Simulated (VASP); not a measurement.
# TaN: single point with PBEsol

The system is TaN.

```
Ta N
1.0
     5.32278    0.00000    0.00000
    -2.66139    4.60966    0.00000
     0.00000    0.00000    2.98203
Ta N
3 3
Cartesian
  0.0000 3.0731 1.4910
  2.6614 1.5366 1.4910
  0.0000 0.0000 0.0000
  2.0911 0.0000 0.0000
  1.6159 2.7988 0.0000
  -1.0455 1.8109 0.0000
```

| Item | Value |
| --- | --- |
| Program | VASP 6.6.1 |
| Task | single point |
| Functional | PBEsol |
| Potentials or basis | VASP PAW PBE potentials, release 64 (Ta_pv, N) |
| Cutoff | 520 eV |
| k mesh | 5 × 5 × 8 |
| Occupations | fermi-dirac, width 0.05 eV |
| Spin | no spin polarisation |

The pressure is -22.9 GPa, the largest force is 0.293 eV/Å and the band gap on the k mesh is zero (band 24 reaches 9.13 eV, above the bottom of band 25 at 6.25 eV).

Forces in eV/Å, atoms in the order of the input:
```
Ta   0.000  0.000  0.000
Ta   0.000  0.000  0.000
Ta   0.000  0.000  0.000
N   -0.293  0.000  0.000
N    0.147  0.254  0.000
N    0.147 -0.254  0.000
```

Stress tensor (GPa, compression positive):
```
-21.97   0.00   0.00
  0.00 -21.97   0.00
  0.00   0.00 -24.81
```

Levels at points of the mesh, in eV from the Fermi level:
```
           k point  band 21  band 22  band 23  band 24  band 25  band 26  band 27  band 28
(0.00, 0.00, 0.00)    -4.13    -3.33    -1.97    -0.97    -0.97     0.39     0.39     1.50
(0.00, 0.00, 0.50)    -4.30    -2.80    -2.80     1.58     1.58     1.68     1.80     1.80
```

Run time: 24 s on 1 thread of Intel(R) Xeon(R) 6975P-C (Granite Rapids), on a shared host, peak memory 0.21 GiB.

Caveat: the PAW data sets were made with another functional, which shifts forces and pressure a little; spin-orbit coupling is left out, which moves the levels of the heavy elements.
